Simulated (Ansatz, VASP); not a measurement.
# HfO2 in VASP and in Ansatz

```xyz
3
Lattice="0.0000 2.5575 2.6086 2.5575 0.0000 2.6086 2.5575 2.5575 0.0000" Properties=species:S:1:pos:R:3 pbc="T T T"
Hf    0.0000    0.0000    0.0000
O     1.2788    1.2788    1.3043
O     3.8363    3.8363    3.9130
```

Change from the starting cell: zz strain of +2 %, crystal datasets.

Alike in both runs: task electric field gradients; functional PBE; k mesh 9 × 9 × 9; occupations fermi-dirac, width 0.01 eV; no spin polarisation.

|  | VASP | Ansatz |
| --- | --- | --- |
| version | VASP 6.6.1 | Ansatz 0.2.0 |
| potentials or method | VASP PAW PBE potentials, release 64 (Hf_pv, O), cutoff 520 eV | all-electron PAW with datasets made for the crystal, scalar-relativistic |

|  | VASP | Ansatz | Ansatz less VASP |
| --- | --- | --- | --- |
| gap on the k mesh at the Fermi level (eV) | 3.62 | 3.63 | +0.007 |
| pressure (GPa) | -10.3 | -6.9 | +3.35 |
| traceless stress, the component that is largest in VASP (GPa) | -5.84 | -5.75 | +0.095 |
| size of Vzz on the site where it differs most (V/Å²) | 18.5 | 23.3 | +4.84 |

Ansatz ran all-electron here, and VASP with PAW potentials.

Neither program's run includes spin-orbit coupling.
